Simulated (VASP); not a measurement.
# H15C2NO6 in VASP: a series of runs

Runs on H15C2NO6. Level: PBE+D3(BJ). Tasks: single point.

Everything below comes from runs of VASP 6.6.1. Logs are shortened: lines on timing, memory, paths and dates and some standing lists are left out, and cuts for length are marked.

### 1 The cell of the first run

The cell holds a disordered packing, 24 atoms: a = 6.439 Å, b = 6.439 Å, c = 6.439 Å, α = 90.00°, β = 90.00°, γ = 90.00°.

### 2 Single point, PBE+D3(BJ)

INCAR

```
SYSTEM = H15C2NO6
PREC = Accurate ; ENCUT = 520
EDIFF = 1E-6 ; ISMEAR = -1
SIGMA = 0.05 ; LREAL = Auto
LASPH = .TRUE. ; NELM = 60
ALGO = Normal ; ISIF = 2
LWAVE = .FALSE. ; LCHARG = .FALSE.
GGA = PE ; IVDW = 12
NBANDS = 50
```

KPOINTS

```
Automatic mesh
0
G
  1 1 1
  0 0 0
```

POSCAR

```
H15C2NO6
1.0
    6.4392770000      0.0000000000      0.0000000000
    0.0000000000      6.4392770000      0.0000000000
    0.0000000000      0.0000000000      6.4392770000
O H C N
6 15 2 1
Direct
   -0.2778106921      0.4041292213      0.4762801787
    0.6912266703      0.1011914847      1.1112117090
    0.3702278998      0.3633637752      0.9389874050
    0.5620196180      0.8013011399      0.4501281743
   -0.0488564166      1.1690132293      0.7412478140
    0.1855487813      0.6181594611      0.5718965033
   -0.4117853604      0.4683755645      0.4576445461
   -0.2811029872      0.2950797116      0.3729300665
    0.8046089646      0.1204017159      1.0081566611
    0.5784655638      0.1885304825      1.0557085834
    0.2669864955      0.4203111623      1.0257983932
    0.3097863316      0.2376974931      0.8694609659
    0.6027074158      0.8534343219      0.3119294293
    0.4312285370      0.8616184705      0.4731587102
   -0.1009740690      1.2922724088      0.6540796428
   -0.1044216610      1.0513136801      0.6745788386
    0.2124306813      0.5024011236      0.4723666958
    0.2429154702      0.5554660873      0.6873131875
    0.9194199908      0.4383566664      0.9815853550
    0.7005600163      0.5709957810      1.0873580994
    0.7494164329      0.6249769966      0.8413988092
    0.8293322371      0.5840873129      0.9828432602
    0.9799702668      0.7425988974      1.0217762025
    1.1048911236      0.8524714809      1.1018938927
```

Potentials or basis: VASP PAW PBE potentials, release 64 (O, H, C, N).

Command:

```bash
cat potpaw_PBE.64/O/POTCAR potpaw_PBE.64/H/POTCAR potpaw_PBE.64/C/POTCAR potpaw_PBE.64/N/POTCAR > POTCAR
mpirun -np 1 vasp_gam > vasp.out
```

OUTCAR:

```text
SYSTEM = H15C2NO6
   PREC = Accurate
   ENCUT = 520
   EDIFF = 1E-6
   ISMEAR = -1
   LREAL = Auto
   LASPH = .TRUE.
   NELM = 60
   ISIF = 2
   GGA = PE
   IVDW = 12
 IVDW          = 12

 ion  position               nearest neighbor table
   1  0.722  0.404  0.476-   7 0.96   8 0.97
   2  0.691  0.101  0.111-  10 0.99   9 0.99
   3  0.370  0.363  0.939-  11 0.94  12 1.00
   4  0.562  0.801  0.450-  14 0.94  13 0.99
   5  0.951  0.169  0.741-  16 0.94  15 1.03
   6  0.186  0.618  0.572-  18 0.92  17 1.00
   7  0.588  0.468  0.458-   1 0.96
   8  0.719  0.295  0.373-   1 0.97
   9  0.805  0.120  0.008-   2 0.99
  10  0.578  0.189  0.056-   2 0.99
  11  0.267  0.420  0.026-   3 0.94
  12  0.310  0.238  0.869-   3 1.00
  13  0.603  0.853  0.312-   4 0.99
  14  0.431  0.862  0.473-   4 0.94
  15  0.899  0.292  0.654-   5 1.03
  16  0.896  0.051  0.675-   5 0.94
  17  0.212  0.502  0.472-   6 1.00
  18  0.243  0.555  0.687-   6 0.92
  19  0.919  0.438  0.982-  22 1.10
  20  0.701  0.571  0.087-  22 1.07
  21  0.749  0.625  0.841-  22 1.08
  22  0.829  0.584  0.983-  20 1.07  21 1.08  19 1.10  23 1.43
  23  0.980  0.743  0.022-  24 1.19  22 1.43
  24  0.105  0.852  0.102-  23 1.19

  LATTYP: Found a simple cubic cell.
 ALAT       =     6.4392770000

  Lattice vectors:

 A1 = (   6.4392770000,   0.0000000000,   0.0000000000)
 A2 = (   0.0000000000,   6.4392770000,   0.0000000000)
 A3 = (   0.0000000000,   0.0000000000,   6.4392770000)

Analysis of symmetry for initial positions (statically):
=====================================================================
 Subroutine PRICEL returns:
 Original cell was already a primitive cell.

 Routine SETGRP: Setting up the symmetry group for a
 simple cubic supercell.

 Subroutine GETGRP returns: Found  1 space group operations
 (whereof  1 operations were pure point group operations)
 out of a pool of 48 trial point group operations.

The static configuration has the point symmetry C_1 .

Analysis of symmetry for dynamics (positions and initial velocities):
=====================================================================
 Subroutine PRICEL returns:
 Original cell was already a primitive cell.

 Routine SETGRP: Setting up the symmetry group for a
 simple cubic supercell.

 Subroutine GETGRP returns: Found  1 space group operations
 (whereof  1 operations were pure point group operations)
 out of a pool of 48 trial point group operations.

The dynamic configuration has the point symmetry C_1 .

 Subroutine INISYM returns: Found  1 space group operations
 (whereof  1 operations are pure point group operations),
 and found     1 'primitive' translations

----------------------------------------------------------------------------------------

                                     Primitive cell

  volume of cell :     267.0000

  direct lattice vectors                    reciprocal lattice vectors
     6.439277000  0.000000000  0.000000000     0.155296938  0.000000000  0.000000000
     0.000000000  6.439277000  0.000000000     0.000000000  0.155296938  0.000000000
     0.000000000  0.000000000  6.439277000     0.000000000  0.000000000  0.155296938

  length of vectors
     6.439277000  6.439277000  6.439277000     0.155296938  0.155296938  0.155296938

  position of ions in fractional coordinates (direct lattice)
     0.722189308  0.404129221  0.476280179
     0.691226670  0.101191485  0.111211709
     0.370227900  0.363363775  0.938987405
     0.562019618  0.801301140  0.450128174
     0.951143583  0.169013229  0.741247814
     0.185548781  0.618159461  0.571896503
[... 16 lines left out ...]
     0.979970267  0.742598897  0.021776202
     0.104891124  0.852471481  0.101893893

  ion indices of the primitive-cell ions
   primitive index   ion index
                 1           1
                 2           2
                 3           3
                 4           4
                 5           5
                 6           6
[... 16 lines left out ...]
                23          23
                24          24

----------------------------------------------------------------------------------------

 KPOINTS: Automatic mesh

Automatic generation of k-mesh.
 Grid dimensions read from file:
 generate k-points for:    1    1    1

 Generating k-lattice:

  Cartesian coordinates                     Fractional coordinates (reciprocal lattice)
     0.155296938  0.000000000  0.000000000     1.000000000  0.000000000  0.000000000
     0.000000000  0.155296938  0.000000000     0.000000000  1.000000000  0.000000000
     0.000000000  0.000000000  0.155296938     0.000000000  0.000000000  1.000000000

  Length of vectors
     0.155296938  0.155296938  0.155296938

  Shift w.r.t. Gamma in fractional coordinates (k-lattice)
     0.000000000  0.000000000  0.000000000

 Subroutine IBZKPT returns following result:
 ===========================================

 Found      1 irreducible k-points:

 Following reciprocal coordinates:
            Coordinates               Weight
  0.000000  0.000000  0.000000      1.000000
   k-points           NKPTS =      1   k-points in BZ     NKDIM =      1   number of bands    NBANDS=     50
   number of dos      NEDOS =    301   number of ions     NIONS =     24
   total plane-waves  NPLWV = 110592
   dimension x,y,z NGX =    48 NGY =   48 NGZ =   48
   dimension x,y,z NGXF=    96 NGYF=   96 NGZF=   96
   ions per type =               6  15   2   1
   NGX,Y,Z   is equivalent  to a cutoff of  12.39, 12.39, 12.39 a.u.
   NGXF,Y,Z  is equivalent  to a cutoff of  24.78, 24.78, 24.78 a.u.
 SYSTEM =  H15C2NO6
   PREC   = accura    normal or accurate (medium, high low for compatibility)
   ISTART =      0    job   : 0-new  1-cont  2-samecut
   ICHARG =      2    charge: 1-file 2-atom 10-const
   ISPIN  =      1    spin polarized calculation?
   LNONCOLLINEAR =      F non collinear calculations
   LSORBIT =      F    spin-orbit coupling
   LASPH  =      T    aspherical Exc in radial PAW
   ENCUT  =  520.0 eV  38.22 Ry    6.18 a.u.  11.97 11.97 11.97*2*pi/ulx,y,z
   NELM   =     60;   NELMIN=  2; NELMDL= -5     # of ELM steps
   EDIFF  = 0.1E-05   stopping-criterion for ELM
   LREAL  =      T    real-space projection
   EDIFFG = 0.1E-04   stopping-criterion for IOM
   NSW    =      0    number of steps for IOM
   IBRION =     -1    ionic relax: 0-MD 1-quasi-New 2-CG
   NFREE  =      0    steps in history (QN), initial steepest desc. (CG)
   ISIF   =      2    stress and relaxation
   ISYM   =      2    0-nonsym 1-usesym 2-fastsym
   POTIM  = 0.5000    time-step for ionic-motion
   TEBEG  =    0.0;   TEEND  =   0.0 temperature during run
   PSTRESS=    0.0 pullay stress
   NELECT =      64.0000    total number of electrons
   NUPDOWN=      -1.0000    fix difference up-down
   EMIN   =  10.00;   EMAX   =-10.00  energy-range for DOS
   EFERMI =   0.00;   METHOD = LEGACY
   ISMEAR =    -1;   SIGMA  =   0.05  broadening in eV -4-tet -1-fermi 0-gaus
   EFERMI_NEDOS =   21; number of points for ismear=-14 and -15
   IALGO  =     38    algorithm
   IMIX   =      4    mixing-type and parameters
     AMIX     =   0.40;   BMIX     =  1.00
     AMIX_MAG =   1.60;   BMIX_MAG =  1.00
  volume/ion in A,a.u.               =      11.13        75.08
  Fermi-wavevector in a.u.,A,eV,Ry     =   1.016946  1.921748 14.070850  1.034178
  Thomas-Fermi vector in A             =   2.150318
   LORBIT       =      0    0 simple, 1 ext, 2 COOP (PROOUT), +10 PAW based schemes
   GGA     = PE    functional components
   LHFCALC =     F    Hartree Fock is set to
   AEXX    =    0.0000 exact exchange contribution
   IVDW    =    12    specifies the selected vdW correction
   LEPSILON=     F    determine dielectric tensor
   LRPA    =     F    only Hartree local field effects (RPA)
 non-spin polarized calculation
  energy-cutoff  :      520.00
  volume of cell :      267.00
 maximum number of plane-waves:      3562
 NGX is ok and might be reduce to    48
   NGX = 23   NGY = 23   NGZ = 23

 number of electron      63.9999993 magnetization

 Free energy of the ion-electron system (eV)
  ---------------------------------------------------
  ext. energy  EPLUGINS =         0.00000000
  ---------------------------------------------------
  free energy    TOTEN  =      -123.04675412 eV

  energy without entropy =     -123.04675412  energy(sigma->0) =     -123.04675412

 E-fermi :  -2.1682     XC(G=0):  -6.6524

 val. band max:       -3.4325582672   @ k =   0.0000   0.0000   0.0000
 cond. band min:       0.7801287883   @ k =   0.0000   0.0000   0.0000
 fundamental gap:      4.2126870555
 Fermi energy:        -2.1681899206

 k-point     1 :       0.0000    0.0000    0.0000
  band No.  band energies     occupation
      1     -23.0942      2.00000
      2     -22.3942      2.00000
      3     -22.2976      2.00000
      4     -21.9289      2.00000
      5     -21.8020      2.00000
      6     -21.6816      2.00000
[... 36 lines left out ...]
     43       6.4416      0.00000
     44       6.5621      0.00000
 [bands above 44 left out]

------------------------ aborting loop because EDIFF is reached ----------------------------------------

 Edisp (eV)   -0.88473

 E8    (eV) :    -0.1921

  FORCE on cell =-STRESS in cart. coord.  units (eV):
  Direction    XX          YY          ZZ          XY          YZ          ZX
  --------------------------------------------------------------------------------------
  -------------------------------------------------------------------------------------
  Total       2.10559    -0.67564     2.86225    -1.82379     0.12481    -0.87525
  in kB      12.63495    -4.05426    17.17542   -10.94396     0.74896    -5.25208
  external pressure =        8.59 kB  Pullay stress =        0.00 kB

 VOLUME and BASIS-vectors are now :
 -----------------------------------------------------------------------------
  energy-cutoff  :      520.00
  volume of cell :      267.00
      direct lattice vectors                 reciprocal lattice vectors
     6.439277000  0.000000000  0.000000000     0.155296938  0.000000000  0.000000000
     0.000000000  6.439277000  0.000000000     0.000000000  0.155296938  0.000000000
     0.000000000  0.000000000  6.439277000     0.000000000  0.000000000  0.155296938

 POSITION                                       TOTAL-FORCE (eV/Angst)
 -----------------------------------------------------------------------------------
      4.65038      2.60230      3.06690         0.300063     -0.464528     -0.024152
      4.45100      0.65160      0.71612         0.050598      0.290033     -0.089798
      2.38400      2.33980      6.04640         0.998836     -1.564640     -1.657600
      3.61900      5.15980      2.89850         1.797399     -0.397319     -0.829920
      6.12468      1.08832      4.77310         0.574875      2.568313      0.153719
      1.19480      3.98050      3.68260        -0.930182     -0.132729     -3.010024
[... 16 lines left out ...]
      6.31030      4.78180      0.14022         1.629201      1.602239      2.767755
      0.67542      5.48930      0.65612        -1.203311     -1.128125     -1.518725
 -----------------------------------------------------------------------------------
    total drift:                               -0.001735     -0.006078      0.001137

  FREE ENERGIE OF THE ION-ELECTRON SYSTEM (eV)
  ---------------------------------------------------
  free  energy   TOTEN  =      -123.9314872129 eV

  energy  without entropy=     -123.9314872129  energy(sigma->0) =     -123.93148721
```

It took 47 s on 1 thread of AMD EPYC 7R13, shared host; peak memory 0.27 GiB.

Results:

```yaml
Free_energy: -123.9315 eV
Pressure: 0.9 GPa
Largest_force: 3.589 eV/Å
Dispersion_energy_per_atom: -0.037 eV
```

Forces on the atoms (eV/Å):
```
O    0.300 -0.465 -0.024
O    0.051  0.290 -0.090
O    0.999 -1.565 -1.658
O    1.797 -0.397 -0.830
O    0.575  2.568  0.154
O   -0.930 -0.133 -3.010
H   -0.222  0.962  0.323
H    0.238 -0.715 -0.573
H   -0.310 -0.160  0.218
H    0.035 -0.100  0.059
H   -1.230  0.439  0.934
H   -0.037  0.971  0.663
H    0.067  0.129  0.405
H   -1.842  0.486  0.321
H    0.061 -1.264  0.794
H   -0.589 -1.468 -0.908
H   -0.539  1.094  0.205
H    1.334 -0.933  3.037
H   -0.616 -0.027 -0.466
H   -0.173  0.240  1.230
H    0.076 -0.508 -1.092
C    0.529  0.081 -0.941
C    1.629  1.602  2.768
N   -1.203 -1.128 -1.519
```

Stress tensor (GPa, compression positive):
```
 1.26 -1.09 -0.53
-1.09 -0.41  0.07
-0.53  0.07  1.72
```

Caveat: the k points lie up to 0.98 Å⁻¹ apart, too coarse for converged energies, forces and pressures; the atoms stand as in a frame of molecular dynamics.

### 3 Single point, PBE+D3(BJ)

INCAR

```
PREC = Accurate
ENCUT = 520
EDIFF = 1E-6
ISMEAR = -1
SIGMA = 0.05
LREAL = Auto
LASPH = True
NELM = 60
ALGO = Normal
ISIF = 2
LWAVE = False
LCHARG = False
GGA = PE
IVDW = 12
NBANDS = 50
```

KPOINTS

```
regular mesh
0
Gamma
  1 1 1
```

POSCAR

```
H15C2NO6
1.0
    6.4392770000      0.0000000000      0.0000000000
    0.0000000000      6.4392770000      0.0000000000
    0.0000000000      0.0000000000      6.4392770000
O H C N
6 15 2 1
Direct
   -0.3017264205      0.4069090365      0.4373006473
    0.6213430483      0.1572536793      1.1186659620
    0.3507691935      0.3366061128      0.9065148153
    0.6255981844      0.9260666997      0.4622102761
   -0.0323949412      1.1899627862      0.7273176787
    0.2249165551      0.5443157671      0.5779375542
   -0.3355656233      0.5472819386      0.4128413796
   -0.3263099258      0.3324441548      0.3084352482
    0.7102350155      0.1321421644      0.9930152096
    0.4973073840      0.2421234558      1.0553979896
    0.3237319966      0.4878963896      0.8766356844
    0.2224318041      0.2825317190      0.8592424274
    0.5610412473      0.9799702668      0.3311707199
    0.5285997170      0.8435419070      0.5487262002
   -0.1664161986      1.2328713301      0.6586298431
   -0.0651781248      1.0421977498      0.7383748207
    0.0839690543      0.5241737543      0.5551244340
    0.3037608104      0.4227648539      0.5052741170
    0.7719189592      0.5756857486      0.8570837999
    0.8800366873      0.4954904099      1.1199704563
    0.6574495863      0.6605710548      1.1099848632
    0.7984902653      0.6097268373      1.0307989546
    0.9347012095      0.7964248160      1.0111694217
    1.0551650442      0.9136584744      1.0520591054
```

Potentials or basis: VASP PAW PBE potentials, release 64 (O, H, C, N).

Command:

```bash
cat potpaw_PBE.64/O/POTCAR potpaw_PBE.64/H/POTCAR potpaw_PBE.64/C/POTCAR potpaw_PBE.64/N/POTCAR > POTCAR
mpirun -np 1 vasp_gam > vasp.out
```

Run time: 42 s. Hardware: 1 thread of AMD EPYC 7R13, shared host; peak memory 0.28 GiB.

The run converged. Its results:

- Free energy: -123.4534 eV
- Pressure: 1.4 GPa
- Largest force: 7.835 eV/Å
- Dispersion energy per atom: -0.037 eV

Forces in eV/Å, atoms in the order of the input:
```
O    0.405 -0.710  1.355
O   -0.313  0.394 -1.263
O    0.703  2.471  0.447
O   -0.340 -0.793  0.419
O   -1.866 -0.176 -0.534
O    3.866 -0.843 -0.895
H   -0.280  1.542 -0.135
H    0.046 -0.836 -0.680
H   -0.453  0.272  1.223
H    0.700 -0.894  0.125
H    0.570 -1.203  0.062
H   -1.624 -1.294 -0.489
H    0.248 -0.299  0.757
H    0.020  0.746 -0.949
H    1.094  0.404 -0.077
H    0.692  0.011  0.082
H   -2.393 -0.615 -0.623
H   -1.452  1.897  1.279
H   -0.281 -0.645  1.743
H    0.400 -0.688  0.011
H   -0.293 -0.048 -0.174
C    0.319  2.237 -3.117
C   -4.894 -6.110  0.325
N    5.126  5.179  1.107
```

Stress tensor (GPa, compression positive):
```
 2.74  3.25  2.17
 3.25  2.65  0.10
 2.17  0.10 -1.20
```

Levels at points of the mesh, in eV from the Fermi level:
```tsv
k point	band 29	band 30	band 31	band 32	band 33	band 34	band 35	band 36
(0.00, 0.00, 0.00)	-1.66	-1.44	-1.35	-1.26	3.32	4.92	5.47	6.24
```

Caveat: the k points lie up to 0.98 Å⁻¹ apart, too coarse for converged energies, forces and pressures; the atoms stand as in a frame of molecular dynamics.
